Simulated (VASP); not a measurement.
# Br (Cmce) in VASP: a series of runs

The runs below take Br through single point, with PBE+D3(BJ).

All numbers are computed with VASP 6.6.1; they aren't measurements. Logs are shortened: lines on timing, memory, paths and dates and some standing lists are left out, and cuts for length are marked.

### 1 The cell of the first run

It takes space group Cmce (No. 64, orthorhombic). The conventional cell has a = 5.409 Å, b = 3.553 Å, c = 7.977 Å, α = 90.00°, β = 90.00°, γ = 90.00°. Within 3.1 Å of Br (site symmetry m) lie 4 Br at 2.38 to 2.95 Å.

### 2 Single point, PBE+D3(BJ)

Input file INCAR:

```
SYSTEM = Br
ALGO = Normal
EDIFF = 1E-7
ENCUT = 520
GGA = PE
ISIF = 2
ISMEAR = 0
IVDW = 12
LASPH = .True.
LCHARG = .False.
LREAL = .False.
LWAVE = .False.
NBANDS = 22
NELM = 60
PREC = Accurate
SIGMA = 0.02
```

Input file KPOINTS:

```
k-points
0
Gamma
  10 10 4
  0 0 0
```

Input file POSCAR:

```
Br
1.0
    2.7045174529     -1.7762902289      0.0000000000
    2.7045174529      1.7762902289      0.0000000000
    0.0000000000      0.0000000000      7.9773705380
Br
4
Direct
    0.1893556628      0.8106443372      0.1229172832
    0.6893556628      0.3106443372      0.3770827168
    0.8106443372      0.1893556628      0.8770827168
    0.3106443372      0.6893556628      0.6229172832
```

Potentials or basis: VASP PAW PBE potentials, release 64 (Br).

On the command line:

```sh
cat potpaw_PBE.64/Br/POTCAR > POTCAR
mpirun -np 1 vasp_std > vasp.out
```

OUTCAR:

```text
SYSTEM = Br
   EDIFF = 1E-7
   ENCUT = 520
   GGA = PE
   ISIF = 2
   ISMEAR = 0
   IVDW = 12
   LASPH = .True.
   LREAL = .False.
   NELM = 60
   PREC = Accurate
 IVDW          = 12

 ion  position               nearest neighbor table
   1  0.189  0.811  0.123-   3 2.38   2 2.70   2 2.70
   2  0.689  0.311  0.377-   4 2.38   1 2.70   1 2.70
   3  0.811  0.189  0.877-   1 2.38   4 2.70   4 2.70
   4  0.311  0.689  0.623-   2 2.38   3 2.70   3 2.70

  LATTYP: Found a base centered orthorhombic cell.
 ALAT       =     3.5525804578
 B/A-ratio  =     1.5225650679
 C/A-ratio  =     2.2455143895

  Lattice vectors:

 A1 = (  -2.7045174529,  -1.7762902289,   0.0000000000)
 A2 = (   2.7045174529,  -1.7762902289,   0.0000000000)
 A3 = (   0.0000000000,   0.0000000000,   7.9773705380)

Analysis of symmetry for initial positions (statically):
=====================================================================
 Subroutine PRICEL returns:
 Original cell was already a primitive cell.

 Routine SETGRP: Setting up the symmetry group for a
 base centered orthorhombic supercell.

 Subroutine GETGRP returns: Found  8 space group operations
 (whereof  4 operations were pure point group operations)
 out of a pool of  8 trial point group operations.

The static configuration has the point symmetry C_2h.
 The point group associated with its full space group is D_2h.

Analysis of symmetry for dynamics (positions and initial velocities):
=====================================================================
 Subroutine PRICEL returns:
 Original cell was already a primitive cell.

 Routine SETGRP: Setting up the symmetry group for a
 base centered orthorhombic supercell.

 Subroutine GETGRP returns: Found  8 space group operations
 (whereof  4 operations were pure point group operations)
 out of a pool of  8 trial point group operations.

The dynamic configuration has the point symmetry C_2h.
 The point group associated with its full space group is D_2h.

 Subroutine INISYM returns: Found  8 space group operations
 (whereof  4 operations are pure point group operations),
 and found     1 'primitive' translations

----------------------------------------------------------------------------------------

                                     Primitive cell

  volume of cell :      76.6467

  direct lattice vectors                    reciprocal lattice vectors
     2.704517453 -1.776290229  0.000000000     0.184875864 -0.281485532  0.000000000
     2.704517453  1.776290229  0.000000000     0.184875864  0.281485532  0.000000000
     0.000000000  0.000000000  7.977370538     0.000000000  0.000000000  0.125354588

  length of vectors
     3.235679470  3.235679470  7.977370538     0.336768748  0.336768748  0.125354588

  position of ions in fractional coordinates (direct lattice)
     0.189355663  0.810644337  0.122917283
     0.689355663  0.310644337  0.377082717
     0.810644337  0.189355663  0.877082717
     0.310644337  0.689355663  0.622917283

  ion indices of the primitive-cell ions
   primitive index   ion index
                 1           1
                 2           2
                 3           3
                 4           4

----------------------------------------------------------------------------------------

 KPOINTS: k-points

Automatic generation of k-mesh.
 Grid dimensions read from file:
 generate k-points for:   10   10    4

 Generating k-lattice:

  Cartesian coordinates                     Fractional coordinates (reciprocal lattice)
     0.018487586 -0.028148553  0.000000000     0.100000000 -0.000000000  0.000000000
     0.018487586  0.028148553  0.000000000    -0.000000000  0.100000000  0.000000000
     0.000000000  0.000000000  0.031338647     0.000000000  0.000000000  0.250000000

  Length of vectors
     0.033676875  0.033676875  0.031338647

  Shift w.r.t. Gamma in fractional coordinates (k-lattice)
     0.000000000  0.000000000  0.000000000

 Subroutine IBZKPT returns following result:
 ===========================================

 Found     93 irreducible k-points:

 Following reciprocal coordinates:
            Coordinates               Weight
  0.000000  0.000000  0.000000      1.000000
  0.100000  0.000000  0.000000      4.000000
  0.200000  0.000000  0.000000      4.000000
  0.300000  0.000000  0.000000      4.000000
  0.400000  0.000000  0.000000      4.000000
  0.500000  0.000000  0.000000      2.000000
[... 16 lines left out ...]
  0.300000  0.300000  0.000000      2.000000
  0.400000  0.300000  0.000000      4.000000
 [... further k-points ...]
   k-points           NKPTS =     93   k-points in BZ     NKDIM =     93   number of bands    NBANDS=     22
   number of dos      NEDOS =    301   number of ions     NIONS =      4
   total plane-waves  NPLWV =  34560
   dimension x,y,z NGX =    24 NGY =   24 NGZ =   60
   dimension x,y,z NGXF=    48 NGYF=   48 NGZF=  120
   ions per type =               4
   NGX,Y,Z   is equivalent  to a cutoff of  12.33, 12.33, 12.50 a.u.
   NGXF,Y,Z  is equivalent  to a cutoff of  24.66, 24.66, 25.01 a.u.
 SYSTEM =  Br
   PREC   = accura    normal or accurate (medium, high low for compatibility)
   ISTART =      0    job   : 0-new  1-cont  2-samecut
   ICHARG =      2    charge: 1-file 2-atom 10-const
   ISPIN  =      1    spin polarized calculation?
   LNONCOLLINEAR =      F non collinear calculations
   LSORBIT =      F    spin-orbit coupling
   LASPH  =      T    aspherical Exc in radial PAW
   ENCUT  =  520.0 eV  38.22 Ry    6.18 a.u.   6.02  6.02 14.83*2*pi/ulx,y,z
   NELM   =     60;   NELMIN=  2; NELMDL= -5     # of ELM steps
   EDIFF  = 0.1E-06   stopping-criterion for ELM
   LREAL  =      F    real-space projection
   EDIFFG = 0.1E-05   stopping-criterion for IOM
   NSW    =      0    number of steps for IOM
   IBRION =     -1    ionic relax: 0-MD 1-quasi-New 2-CG
   NFREE  =      0    steps in history (QN), initial steepest desc. (CG)
   ISIF   =      2    stress and relaxation
   ISYM   =      2    0-nonsym 1-usesym 2-fastsym
   POTIM  = 0.5000    time-step for ionic-motion
   TEBEG  =    0.0;   TEEND  =   0.0 temperature during run
   PSTRESS=    0.0 pullay stress
   NELECT =      28.0000    total number of electrons
   NUPDOWN=      -1.0000    fix difference up-down
   EMIN   =  10.00;   EMAX   =-10.00  energy-range for DOS
   EFERMI =   0.00;   METHOD = LEGACY
   ISMEAR =     0;   SIGMA  =   0.02  broadening in eV -4-tet -1-fermi 0-gaus
   EFERMI_NEDOS =   21; number of points for ismear=-14 and -15
   IALGO  =     38    algorithm
   IMIX   =      4    mixing-type and parameters
     AMIX     =   0.40;   BMIX     =  1.00
     AMIX_MAG =   1.60;   BMIX_MAG =  1.00
  volume/ion in A,a.u.               =      19.16       129.31
  Fermi-wavevector in a.u.,A,eV,Ry     =   1.170298  2.211542 18.634494  1.369597
  Thomas-Fermi vector in A             =   2.306758
   LORBIT       =      0    0 simple, 1 ext, 2 COOP (PROOUT), +10 PAW based schemes
   GGA     = PE    functional components
   LHFCALC =     F    Hartree Fock is set to
   AEXX    =    0.0000 exact exchange contribution
   IVDW    =    12    specifies the selected vdW correction
   LEPSILON=     F    determine dielectric tensor
   LRPA    =     F    only Hartree local field effects (RPA)
 non-spin polarized calculation
 Gauss-broadening in eV      SIGMA  =   0.02
  energy-cutoff  :      520.00
  volume of cell :       76.65
 maximum number of plane-waves:      2094
   NGX = 13   NGY = 13   NGZ = 29

 number of electron      27.9999996 magnetization

 Free energy of the ion-electron system (eV)
  ---------------------------------------------------
  ext. energy  EPLUGINS =         0.00000000
  ---------------------------------------------------
  free energy    TOTEN  =        -3.69910462 eV

  energy without entropy =       -3.69910462  energy(sigma->0) =       -3.69910462

 E-fermi :   5.8909     XC(G=0): -10.7534

 val. band max:        5.7669823180   @ k =  -0.1000   0.1000   0.0000
 cond. band min:       6.3115096985   @ k =   0.5000   0.5000   0.2500
 fundamental gap:      0.5445273805
 Fermi energy:         5.8908958743

 k-point     1 :       0.0000    0.0000    0.0000
  band No.  band energies     occupation
      1     -12.8208      2.00000
      2     -11.2334      2.00000
      3     -10.5830      2.00000
      4      -7.4085      2.00000
      5      -1.6436      2.00000
      6       1.7682      2.00000
[... 14 lines left out ...]
     21      14.8309      0.00000
     22      15.2853      0.00000

 k-point     2 :       0.1000    0.0000    0.0000
  band No.  band energies     occupation
      1     -12.7050      2.00000
      2     -11.1500      2.00000
      3     -10.4873      2.00000
      4      -7.4617      2.00000
      5      -1.5509      2.00000
      6       1.5474      2.00000
[... 14 lines left out ...]
     21      14.7326      0.00000
     22      14.9882      0.00000

 k-point     3 :       0.2000    0.0000    0.0000
  band No.  band energies     occupation
      1     -12.3675      2.00000
      2     -10.9227      2.00000
      3     -10.2160      2.00000
      4      -7.6508      2.00000
      5      -1.3540      2.00000
      6       0.5807      2.00000
[... 14 lines left out ...]
     21      15.0497      0.00000
     22      15.8501      0.00000

 k-point     4 :       0.3000    0.0000    0.0000
  band No.  band energies     occupation
      1     -11.8428      2.00000
      2     -10.6331      2.00000
      3      -9.8220      2.00000
      4      -8.0226      2.00000
      5      -1.4618      2.00000
      6      -0.7421      2.00000
[... 14 lines left out ...]
     21      15.7530      0.00000
     22      17.5218      0.00000

 k-point     5 :       0.4000    0.0000    0.0000
  band No.  band energies     occupation
      1     -11.2115      2.00000
      2     -10.4606      2.00000
      3      -9.3945      2.00000
      4      -8.5283      2.00000
      5      -1.9906      2.00000
      6      -1.7463      2.00000
[... 14 lines left out ...]
     21      16.4243      0.00000
     22      16.9374      0.00000

 k-point     6 :       0.5000    0.0000    0.0000
  band No.  band energies     occupation
      1     -10.6573      2.00000
      2     -10.6573      2.00000
      3      -8.9925      2.00000
      4      -8.9925      2.00000
      5      -2.1900      2.00000
      6      -2.1900      2.00000
[... 14 lines left out ...]
     21      16.5819      0.00000
     22      16.5819      0.00000

 k-point     7 :       0.1000    0.1000    0.0000
  band No.  band energies     occupation
      1     -12.7031      2.00000
      2     -11.1324      2.00000
      3     -10.4757      2.00000
      4      -7.3656      2.00000
      5      -1.5401      2.00000
      6       1.6137      2.00000
[... 324 lines left out ...]
      6      -1.8502      2.00000
[... 14 lines left out ...]
     21      16.2767      0.00000
     22      17.3009      0.00000

 k-point    21 :      -0.3000    0.2000    0.0000
  band No.  band energies     occupation
      1     -10.9352      2.00000
      2     -10.4499      2.00000
      3      -9.2025      2.00000
      4      -8.6818      2.00000
      5      -1.8934      2.00000
      6      -1.6886      2.00000
[... 14 lines left out ...]
     21      17.0219      0.00000
     22      17.0631      0.00000

 k-point    22 :      -0.2000    0.2000    0.0000
  band No.  band energies     occupation
      1     -11.5404      2.00000
      2     -10.5498      2.00000
      3      -9.6259      2.00000
      4      -8.3294      2.00000
      5      -1.6247      2.00000
      6      -1.1310      2.00000
[... 14 lines left out ...]
     21      16.1707      0.00000
     22      17.2218      0.00000

 k-point    23 :       0.3000    0.3000    0.0000
  band No.  band energies     occupation
      1     -11.9093      2.00000
      2     -10.4681      2.00000
      3      -9.7634      2.00000
      4      -7.1095      2.00000
      5      -0.8958      2.00000
      6       0.2479      2.00000
[... 14 lines left out ...]
     21      14.8950      0.00000
     22      15.6862      0.00000

 k-point    24 :       0.4000    0.3000    0.0000
  band No.  band energies     occupation
      1     -11.6026      2.00000
      2     -10.2564      2.00000
      3      -9.5144      2.00000
      4      -7.1973      2.00000
      5      -0.8216      2.00000
      6      -0.3457      2.00000
[... 14 lines left out ...]
     21      15.2522      0.00000
     22      16.0402      0.00000

 [... further k-points ...]

------------------------ aborting loop because EDIFF is reached ----------------------------------------

 Edisp (eV)   -1.54637

 E8    (eV) :    -0.6114

  FORCE on cell =-STRESS in cart. coord.  units (eV):
  Direction    XX          YY          ZZ          XY          YZ          ZX
  --------------------------------------------------------------------------------------
  -------------------------------------------------------------------------------------
  Total      11.99797    11.96630    11.99710     0.00000    -0.00000     0.00000
  in kB     250.79839   250.13649   250.78021     0.00000    -0.00000     0.00000
  external pressure =      250.57 kB  Pullay stress =        0.00 kB

 VOLUME and BASIS-vectors are now :
 -----------------------------------------------------------------------------
  energy-cutoff  :      520.00
  volume of cell :       76.65
      direct lattice vectors                 reciprocal lattice vectors
     2.704517453 -1.776290229  0.000000000     0.184875864 -0.281485532  0.000000000
     2.704517453  1.776290229  0.000000000     0.184875864  0.281485532  0.000000000
     0.000000000  0.000000000  7.977370538     0.000000000  0.000000000  0.125354588

 POSITION                                       TOTAL-FORCE (eV/Angst)
 -----------------------------------------------------------------------------------
      2.70452      1.10359      0.98056         0.000000     -0.005914     -0.001837
      2.70452     -0.67270      3.00813         0.000000     -0.005914      0.001837
      2.70452     -1.10359      6.99681         0.000000      0.005914      0.001837
      2.70452      0.67270      4.96924         0.000000      0.005914     -0.001837
 -----------------------------------------------------------------------------------
    total drift:                                0.000000     -0.000000      0.000000

  FREE ENERGIE OF THE ION-ELECTRON SYSTEM (eV)
  ---------------------------------------------------
  free  energy   TOTEN  =        -5.2454763299 eV

  energy  without entropy=       -5.2454763299  energy(sigma->0) =       -5.24547633
```

It took 2.7 min on 1 thread of Intel Xeon 8259CL, shared host; peak memory 0.26 GiB.

What came out:

- Free energy: -5.2455 eV
- Pressure: 25.1 GPa
- Largest force: 0.006 eV/Å
- Band gap on the k mesh: 0.54 eV (least direct gap 1.09 eV)
- Dispersion energy per atom: -0.387 eV

Forces in eV/Å, atoms in the order of the input:
```
Br   0.000 -0.006 -0.002
Br   0.000 -0.006  0.002
Br   0.000  0.006  0.002
Br   0.000  0.006 -0.002
```

Levels at points of the mesh, in eV from the valence-band top:
```
           k point  band 10  band 11  band 12  band 13  band 14  band 15  band 16  band 17  band 18  band 19
(0.00, 0.00, 0.00)    -1.54    -0.87    -0.66    -0.15    -0.14     1.68     2.74     4.97     7.50     7.87
(0.50, 0.00, 0.00)    -3.60    -2.14    -2.14    -1.37    -1.37     2.86     2.86     5.92     5.92     9.02
(0.50, 0.50, 0.00)    -3.64    -2.86    -2.70    -2.58    -1.68     0.80     1.74     4.30     5.64     7.16
(0.00, 0.00, 0.50)    -0.77    -0.65    -0.65    -0.14    -0.14     1.57     1.57     6.23     6.23     8.29
(0.50, 0.00, 0.50)    -2.47    -1.99    -1.99    -0.02    -0.02     1.06     1.06     6.73     6.73     7.37
(0.50, 0.50, 0.50)    -3.75    -3.16    -3.16    -1.90    -1.90     0.60     0.60     5.93     5.93     7.91
```

Caveat: the cell stands under pressure.

[end of part 1 of 2]
